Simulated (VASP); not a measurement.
# Ge in VASP: single point with PBE+D3(BJ)

Aim: the single point of Ge with PBE+D3(BJ).

All numbers are computed with VASP 6.6.1; they aren't measurements. Logs are shortened: lines on timing, memory, paths and dates and some standing lists are left out, and cuts for length are marked.

## 1. The cell of the first run

The cell holds a slab with vacuum, 4 atoms: a = 4.023 Å, b = 4.023 Å, c = 18.869 Å, α = 90.00°, β = 90.00°, γ = 120.00°.

## 2. Single point, PBE+D3(BJ)

INCAR

```
SYSTEM = Ge
ALGO = Normal
DIPOL = 0.5 0.5 0.377
EDIFF = 1E-7
ENCUT = 520
GGA = PE
IDIPOL = 3
ISIF = 2
ISMEAR = 0
IVDW = 12
LASPH = .TRUE.
LCHARG = .TRUE.
LDIPOL = .TRUE.
LELF = .TRUE.
LREAL = .FALSE.
LVACPOTAV = .TRUE.
LVHAR = .TRUE.
LWAVE = .FALSE.
NBANDS = 36
NELM = 80
PREC = Accurate
SIGMA = 0.1
```

KPOINTS

```
k-points
0
G
  9 9 1
  0 0 0
```

POSCAR

```
Ge
1.0
    4.0226895311      0.0000000000      0.0000000000
   -2.0113447656      3.4837513255      0.0000000000
    0.0000000000      0.0000000000     18.8685220517
Ge
4
Direct
    0.3333333333      0.6666666667      0.2747571332
    0.6666666667      0.3333333333      0.2384924472
    0.6666666667      0.3333333333      0.5150653573
    0.3333333333      0.6666666667      0.4788006714
```

Potentials or basis: VASP PAW PBE potentials, release 64 (Ge_d).

Command:

```bash
$ cat potpaw_PBE.64/Ge_d/POTCAR > POTCAR
$ mpirun -np 1 vasp_std > vasp.out
```

OUTCAR:

```text
SYSTEM = Ge
   EDIFF = 1E-7
   ENCUT = 520
   GGA = PE
   ISIF = 2
   ISMEAR = 0
   IVDW = 12
   LASPH = .TRUE.
   LREAL = .FALSE.
   NELM = 80
   PREC = Accurate
 IVDW          = 12

 ion  position               nearest neighbor table
   1  0.333  0.667  0.275-   2 2.42   2 2.42   2 2.42
   2  0.667  0.333  0.238-   1 2.42   1 2.42   1 2.42
   3  0.667  0.333  0.515-   4 2.42   4 2.42   4 2.42
   4  0.333  0.667  0.479-   3 2.42   3 2.42   3 2.42

  LATTYP: Found a hexagonal cell.
 ALAT       =     4.0226895311
 C/A-ratio  =     4.6905240650

  Lattice vectors:

 A1 = (   4.0226895311,   0.0000000000,   0.0000000000)
 A2 = (  -2.0113447656,   3.4837513255,   0.0000000000)
 A3 = (   0.0000000000,   0.0000000000,  18.8685220517)

Analysis of symmetry for initial positions (statically):
=====================================================================
 Subroutine PRICEL returns:
 Original cell was already a primitive cell.

 Routine SETGRP: Setting up the symmetry group for a
 hexagonal supercell.

 Subroutine GETGRP returns: Found 12 space group operations
 (whereof  6 operations were pure point group operations)
 out of a pool of 24 trial point group operations.

The static configuration has the point symmetry C_3v.
 The point group associated with its full space group is D_3h.

Analysis of symmetry for dynamics (positions and initial velocities):
=====================================================================
 Subroutine PRICEL returns:
 Original cell was already a primitive cell.

 Routine SETGRP: Setting up the symmetry group for a
 hexagonal supercell.

 Subroutine GETGRP returns: Found 12 space group operations
 (whereof  6 operations were pure point group operations)
 out of a pool of 24 trial point group operations.

The dynamic configuration has the point symmetry C_3v.
 The point group associated with its full space group is D_3h.

 Subroutine INISYM returns: Found 12 space group operations
 (whereof  6 operations are pure point group operations),
 and found     1 'primitive' translations

----------------------------------------------------------------------------------------

                                     Primitive cell

  volume of cell :     264.4244

  direct lattice vectors                    reciprocal lattice vectors
     4.022689531  0.000000000  0.000000000     0.248589903  0.143523447  0.000000000
    -2.011344766  3.483751326  0.000000000     0.000000000  0.287046895  0.000000000
     0.000000000  0.000000000 18.868522052     0.000000000  0.000000000  0.052998322

  length of vectors
     4.022689531  4.022689531 18.868522052     0.287046895  0.287046895  0.052998322

  position of ions in fractional coordinates (direct lattice)
     0.333333333  0.666666667  0.274757133
     0.666666667  0.333333333  0.238492447
     0.666666667  0.333333333  0.515065357
     0.333333333  0.666666667  0.478800671

  ion indices of the primitive-cell ions
   primitive index   ion index
                 1           1
                 2           2
                 3           3
                 4           4

----------------------------------------------------------------------------------------

 KPOINTS: k-points

Automatic generation of k-mesh.
 Grid dimensions read from file:
 generate k-points for:    9    9    1

 Generating k-lattice:

  Cartesian coordinates                     Fractional coordinates (reciprocal lattice)
     0.027621100  0.015947050  0.000000000     0.111111111 -0.000000000  0.000000000
     0.000000000  0.031894099  0.000000000     0.000000000  0.111111111  0.000000000
     0.000000000  0.000000000  0.052998322     0.000000000  0.000000000  1.000000000

  Length of vectors
     0.031894099  0.031894099  0.052998322

  Shift w.r.t. Gamma in fractional coordinates (k-lattice)
     0.000000000  0.000000000  0.000000000

 Subroutine IBZKPT returns following result:
 ===========================================

 Found     12 irreducible k-points:

 Following reciprocal coordinates:
            Coordinates               Weight
  0.000000  0.000000  0.000000      1.000000
  0.111111  0.000000  0.000000      6.000000
  0.222222 -0.000000  0.000000      6.000000
  0.333333  0.000000  0.000000      6.000000
  0.444444 -0.000000  0.000000      6.000000
  0.111111  0.111111  0.000000      6.000000
  0.222222  0.111111  0.000000     12.000000
  0.333333  0.111111  0.000000     12.000000
  0.444444  0.111111  0.000000      6.000000
  0.222222  0.222222  0.000000      6.000000
  0.333333  0.222222  0.000000     12.000000
  0.333333  0.333333  0.000000      2.000000
   k-points           NKPTS =     12   k-points in BZ     NKDIM =     12   number of bands    NBANDS=     36
   number of dos      NEDOS =    301   number of ions     NIONS =      4
   total plane-waves  NPLWV = 126000
   dimension x,y,z NGX =    30 NGY =   30 NGZ =  140
   dimension x,y,z NGXF=    60 NGYF=   60 NGZF=  280
   ions per type =               4
   NGX,Y,Z   is equivalent  to a cutoff of  12.40, 12.40, 12.34 a.u.
   NGXF,Y,Z  is equivalent  to a cutoff of  24.80, 24.80, 24.67 a.u.
 SYSTEM =  Ge
   PREC   = accura    normal or accurate (medium, high low for compatibility)
   ISTART =      0    job   : 0-new  1-cont  2-samecut
   ICHARG =      2    charge: 1-file 2-atom 10-const
   ISPIN  =      1    spin polarized calculation?
   LNONCOLLINEAR =      F non collinear calculations
   LSORBIT =      F    spin-orbit coupling
   LASPH  =      T    aspherical Exc in radial PAW
   ENCUT  =  520.0 eV  38.22 Ry    6.18 a.u.   7.48  7.48 35.08*2*pi/ulx,y,z
   NELM   =     80;   NELMIN=  2; NELMDL= -5     # of ELM steps
   EDIFF  = 0.1E-06   stopping-criterion for ELM
   LREAL  =      F    real-space projection
   EDIFFG = 0.1E-05   stopping-criterion for IOM
   NSW    =      0    number of steps for IOM
   IBRION =     -1    ionic relax: 0-MD 1-quasi-New 2-CG
   NFREE  =      0    steps in history (QN), initial steepest desc. (CG)
   ISIF   =      2    stress and relaxation
   ISYM   =      2    0-nonsym 1-usesym 2-fastsym
   POTIM  = 0.5000    time-step for ionic-motion
   TEBEG  =    0.0;   TEEND  =   0.0 temperature during run
   PSTRESS=    0.0 pullay stress
   NELECT =      56.0000    total number of electrons
   NUPDOWN=      -1.0000    fix difference up-down
   EMIN   =  10.00;   EMAX   =-10.00  energy-range for DOS
   EFERMI =   0.00;   METHOD = LEGACY
   ISMEAR =     0;   SIGMA  =   0.10  broadening in eV -4-tet -1-fermi 0-gaus
   EFERMI_NEDOS =   21; number of points for ismear=-14 and -15
   IALGO  =     38    algorithm
   IMIX   =      4    mixing-type and parameters
     AMIX     =   0.40;   BMIX     =  1.00
     AMIX_MAG =   1.60;   BMIX_MAG =  1.00
  volume/ion in A,a.u.               =      66.11       446.11
  Fermi-wavevector in a.u.,A,eV,Ry     =   0.975821  1.844035 12.955840  0.952227
  Thomas-Fermi vector in A             =   2.106391
   LORBIT       =      0    0 simple, 1 ext, 2 COOP (PROOUT), +10 PAW based schemes
   GGA     = PE    functional components
   LHFCALC =     F    Hartree Fock is set to
   AEXX    =    0.0000 exact exchange contribution
   IVDW    =    12    specifies the selected vdW correction
   LEPSILON=     F    determine dielectric tensor
   LRPA    =     F    only Hartree local field effects (RPA)
 non-spin polarized calculation
 Gauss-broadening in eV      SIGMA  =   0.10
  energy-cutoff  :      520.00
  volume of cell :      264.42
 maximum number of plane-waves:      7165
 NGX is ok and might be reduce to    30
   NGX = 15   NGY = 15   NGZ = 71

 dipolmoment           0.000000      0.000000      0.000135 electrons x Angstroem

 number of electron      56.0000004 magnetization

 dipolmoment           0.000000      0.000000     -0.000001 electrons x Angstroem

 Free energy of the ion-electron system (eV)
  ---------------------------------------------------
  ext. energy  EPLUGINS =         0.00000000
  ---------------------------------------------------
  free energy    TOTEN  =       -16.19595018 eV

  energy without entropy =      -16.19585920  energy(sigma->0) =      -16.19590469

 E-fermi :  -1.3665     XC(G=0):  -4.3958

 val. band max:       -1.5545091906   @ k =   0.3333   0.3333   0.0000
 cond. band min:      -1.1540381785   @ k =   0.3333   0.3333   0.0000
 fundamental gap:      0.4004710121
 Fermi energy:        -1.3665296974

 k-point     1 :       0.0000    0.0000    0.0000
  band No.  band energies     occupation
      1     -25.8604      2.00000
      2     -25.8604      2.00000
      3     -25.8602      2.00000
      4     -25.8602      2.00000
      5     -25.8099      2.00000
      6     -25.8099      2.00000
[... 28 lines left out ...]
     35       2.6258      0.00000
     36       2.6258      0.00000

 k-point     2 :       0.1111    0.0000    0.0000
  band No.  band energies     occupation
      1     -25.8669      2.00000
      2     -25.8666      2.00000
      3     -25.8651      2.00000
      4     -25.8649      2.00000
      5     -25.8225      2.00000
      6     -25.8211      2.00000
[... 28 lines left out ...]
     35       2.9746      0.00000
     36       3.1095      0.00000

 k-point     3 :       0.2222   -0.0000    0.0000
  band No.  band energies     occupation
      1     -25.8765      2.00000
      2     -25.8760      2.00000
      3     -25.8730      2.00000
      4     -25.8728      2.00000
      5     -25.8350      2.00000
      6     -25.8336      2.00000
[... 28 lines left out ...]
     35       3.6785      0.00000
     36       4.0788      0.00000
[... 274 lines left out ...]
 k-point    11 :       0.3333    0.2222    0.0000
  band No.  band energies     occupation
      1     -25.8995      2.00000
      2     -25.8994      2.00000
      3     -25.8703      2.00000
      4     -25.8692      2.00000
      5     -25.8621      2.00000
      6     -25.8612      2.00000
[... 28 lines left out ...]
     35       4.2833      0.00000
     36       5.3336      0.00000

 k-point    12 :       0.3333    0.3333    0.0000
  band No.  band energies     occupation
      1     -25.9043      2.00000
      2     -25.9042      2.00000
      3     -25.8682      2.00000
      4     -25.8666      2.00000
      5     -25.8648      2.00000
      6     -25.8644      2.00000
[... 28 lines left out ...]
     35       5.0787      0.00000
     36       5.1001      0.00000

------------------------ aborting loop because EDIFF is reached ----------------------------------------

 Edisp (eV)   -0.80315

 E8    (eV) :    -0.3683

  FORCE on cell =-STRESS in cart. coord.  units (eV):
  Direction    XX          YY          ZZ          XY          YZ          ZX
  --------------------------------------------------------------------------------------
  -------------------------------------------------------------------------------------
  Total      -0.23508    -0.23508    -0.58172     0.00000     0.00000     0.00000
  in kB      -1.42440    -1.42440    -3.52470     0.00000     0.00000     0.00000
  external pressure =       -2.12 kB  Pullay stress =        0.00 kB

 VOLUME and BASIS-vectors are now :
 -----------------------------------------------------------------------------
  energy-cutoff  :      520.00
  volume of cell :      264.42
      direct lattice vectors                 reciprocal lattice vectors
     4.022689531  0.000000000  0.000000000     0.248589903  0.143523447  0.000000000
    -2.011344766  3.483751326  0.000000000     0.000000000  0.287046895  0.000000000
     0.000000000  0.000000000 18.868522052     0.000000000  0.000000000  0.052998322

 POSITION                                       TOTAL-FORCE (eV/Angst)
 -----------------------------------------------------------------------------------
     -0.00000      2.32250      5.18426         0.000000     -0.000000      0.164995
      2.01134      1.16125      4.50000         0.000000      0.000000     -0.020055
      2.01134      1.16125      9.71852         0.000000      0.000000      0.020055
     -0.00000      2.32250      9.03426        -0.000000     -0.000000     -0.164995
 -----------------------------------------------------------------------------------
    total drift:                                0.000000     -0.000000     -0.000022

  FREE ENERGIE OF THE ION-ELECTRON SYSTEM (eV)
  ---------------------------------------------------
  free  energy   TOTEN  =       -16.9991017968 eV

  energy  without entropy=      -16.9990108072  energy(sigma->0) =      -16.99905630

 vacuum level on the upper side and lower side of the slab         3.144         3.144
```

Wall time 4 min (1 thread of Intel Xeon Platinum 8259CL at 2.50GHz (Skylake/Cascade Lake), shared host); peak memory 0.38 GiB.

What came out:

* Free energy: -16.9991 eV
* Largest force: 0.165 eV/Å
* Band gap on the k mesh: 0.40 eV
* Dispersion energy per atom: -0.201 eV

Forces in eV/Å, atoms in the order of the input:
```
Ge   0.000  0.000  0.165
Ge   0.000  0.000 -0.020
Ge   0.000  0.000  0.020
Ge   0.000  0.000 -0.165
```

Levels at points of the mesh, in eV from the valence-band top:
```tsv
k point	band 24	band 25	band 26	band 27	band 28	band 29	band 30	band 31	band 32	band 33
(0.00, 0.00, 0.00)	-2.93	-0.28	-0.28	-0.21	-0.21	0.68	0.89	2.12	3.63	4.03
```
